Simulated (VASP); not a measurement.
Si5Ge: single point with PBE

Crystal: Si5Ge.

```
CELL_PARAMETERS angstrom
2.66451 0.00000 0.00000
-1.33226 2.30754 0.00000
0.00000 0.00000 15.38801
ATOMIC_POSITIONS crystal
Si 0.66667 0.33333 0.81670
Si 0.00000 0.00000 0.65316
Si 0.66667 0.33333 0.50000
Si 0.00000 0.00000 0.34684
Si 0.66667 0.33333 0.18330
Ge 0.00000 0.00000 0.00000
```

The cell was generated, and may not be a known phase.

```yaml
Program: VASP 6.6.1
Task: single point
Functional: PBE
Potentials_or_basis: VASP PAW PBE potentials, release 64 (Si, Ge_d)
Cutoff: 500 eV
k_mesh: 6 × 6 × 1
Occupations: gaussian, width 0.2 eV
Spin: no spin polarisation
Dipole_correction: no
Further_INCAR_settings: ALGO = Normal; EDIFF = 1e-06; NBANDS = 26
```

The pressure is 0.3 GPa and the largest force is 0.052 eV/Å. The band gap on the k mesh is zero (bands 17 and 18 overlap by 9.23 eV).

Forces in eV/Å, atoms in the order of the input:
```
Si   0.000  0.000  0.052
Si   0.000  0.000 -0.015
Si   0.000  0.000  0.000
Si   0.000  0.000  0.015
Si   0.000  0.000 -0.052
Ge   0.000  0.000  0.000
```

Stress tensor (GPa, compression positive):
```
0.36 0.00 0.00
0.00 0.36 0.00
0.00 0.00 0.13
```

Levels at points of the mesh, in eV from the Fermi level:
```tsv
k point	band 14	band 15	band 16	band 17	band 18	band 19	band 20	band 21
(0.00, 0.00, 0.00)	-3.95	0.86	1.33	6.39	8.25	9.71	9.71	10.26
(0.50, 0.00, 0.00)	-5.03	-4.80	-3.08	-2.88	-1.16	0.33	1.88	1.99
```

It took 23 s on 1 thread of Intel Xeon 8259CL, on a shared host, peak memory 0.2 GiB.

Caveat: the k points lie up to 0.45 Å⁻¹ apart, too coarse for converged energies and pressures of a metal.
